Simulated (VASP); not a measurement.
## C: single point with PBEsol

C:

```
C
1.0
     0.00000    1.77690    1.77690
     1.77690    0.00000    1.77690
     1.77690    1.77690    0.00000
C
2
Direct
  0.75000 0.75000 0.75000
  0.50000 0.50000 0.50000
```

```
Program                : VASP 6.6.1
Task                   : single point
Functional             : PBEsol
Potentials or basis    : VASP PAW PBE potentials, release 64 (C)
Cutoff                 : 520 eV
k mesh                 : 13 × 13 × 13
Occupations            : fermi-dirac, width 0.05 eV
Spin                   : no spin polarisation
Dipole correction      : no
Further INCAR settings : ALGO = Normal; EDIFF = 1e-06; NBANDS = 11
```

```json
{
  "Pressure": "1.1 GPa",
  "Band gap on the k mesh": "4.04 eV, indirect (least direct gap 5.57 eV)"
}
```

Levels at points of the mesh, in eV from the valence-band top:
| k point | band 1 | band 2 | band 3 | band 4 | band 5 | band 6 | band 7 | band 8 | band 9 |
| --- | --- | --- | --- | --- | --- | --- | --- | --- | --- |
| (0.00, 0.00, 0.00) | -21.67 | 0.00 | 0.00 | 0.00 | 5.57 | 5.57 | 5.57 | 13.62 | 19.10 |

It took 15 s on 1 thread of Intel Xeon 8259CL, on a shared host, peak memory 0.12 GiB.

Caveat: the PAW data sets were made with another functional, which shifts forces and pressure a little. A hybrid or GW would open this gap; PBEsol tends to underestimate it.
